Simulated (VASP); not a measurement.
Write the native input for VASP 6.6.1 that does the following.

* Task: single point
* Functional: PBE
* Potentials or basis: VASP PAW PBE potentials, release 64 (Ga_d, O)
* Cutoff: 520 eV
* k mesh: 12 × 12 × 12
* Occupations: gaussian, width 0.1 eV
* Spin: collinear spin, ferromagnetic start
* Starting moments: [0.0, 0.98, 0.98, 0.98] μB
* Dipole correction: no
* Further INCAR settings: ALGO = Normal; EDIFF = 1e-06; NBANDS = 28

The structure of GaO3 lies in POSCAR:

```
GaO3
1.0
    3.8984890011      0.0000000000      0.0000000000
    0.0000000000      3.8984890011      0.0000000000
    0.0000000000      0.0000000000      3.8984890011
Ga O
1 3
Direct
    0.0000000000      0.0000000000      0.0000000000
    0.5000000000      0.0000000000      0.0000000000
    0.0000000000      0.5000000000      0.0000000000
    0.0000000000      0.0000000000      0.5000000000
```

One way to write it, as run:

INCAR

```
SYSTEM = GaO3
PREC = Accurate ; ENCUT = 520
EDIFF = 1E-6 ; ISMEAR = 0
SIGMA = 0.1 ; LREAL = .FALSE.
LASPH = .TRUE. ; NELM = 150
ALGO = Normal ; ISIF = 2
LWAVE = .FALSE. ; LCHARG = .FALSE.
ISPIN = 2 ; MAGMOM = 0 0.98 0.98 0.98
LORBIT = 11 ; GGA = PE
NBANDS = 28
```

KPOINTS

```
regular mesh
0
G
  12 12 12
  0 0 0
```

Potentials or basis: VASP PAW PBE potentials, release 64 (Ga_d, O).

Launch:

```console
$ cat potpaw_PBE.64/Ga_d/POTCAR potpaw_PBE.64/O/POTCAR > POTCAR
$ mpirun -np 1 vasp_std > vasp.out
```

It gave:

```
Pressure                                              : 0.3 GPa
Band gap on the k mesh                                : zero (filled and empty bands overlap)
Net moment                                            : 3.00 μB per cell
Site moments                                          : Ga -0.07; O +0.85 μB
Valence electrons inside the program's atomic spheres : Ga 11.68; O 4.83
```

It took 2.9 min on 1 thread of Intel(R) Xeon(R) Platinum 8488C (Sapphire Rapids), with other jobs on the host, peak memory 0.32 GiB.
